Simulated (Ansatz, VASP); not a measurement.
# CuI: VASP beside Ansatz

```
CELL_PARAMETERS angstrom
2.98158 2.98158 0.00000
-2.98158 2.98158 0.00000
0.00000 2.98158 3.05219
ATOMIC_POSITIONS crystal
Cu 0.75000 0.25000 0.50000
I 0.00000 0.00000 0.00000
```

Change from the starting cell: film at in-plane strain -0.01.

Alike in both runs: task single point; functional r2SCAN; k mesh 6 × 6 × 6; no spin polarisation.

|  | VASP | Ansatz |
| --- | --- | --- |
| version | VASP 6.6.1 | Ansatz 0.2.0 |
| potentials or method | VASP PAW PBE potentials, release 64 (Cu, I) | PAW with Ansatz's default frozen-core files, scalar-relativistic |
| plane-wave cutoff (eV) | 520 | 500 |
| occupations | gaussian, width 0.01 eV | fixed |
| valence electrons in the cell | 18 | 36 |

|  | VASP | Ansatz | Ansatz less VASP |
| --- | --- | --- | --- |
| gap on the k mesh at the Fermi level (eV) | 1.68 | 1.67 | -0.005 |
| pressure (GPa) | 0.3 | 0.3 | +0.03 |
| traceless stress, the component that is largest in VASP (GPa) | -0.29 | -0.29 | -0.006 |

VASP's potentials were made for PBE, not for r2SCAN. VASP's potentials hold 18 valence electrons a cell and Ansatz's 36, so a difference there can come from the potentials and not from the codes.

Spin-orbit coupling is off throughout.
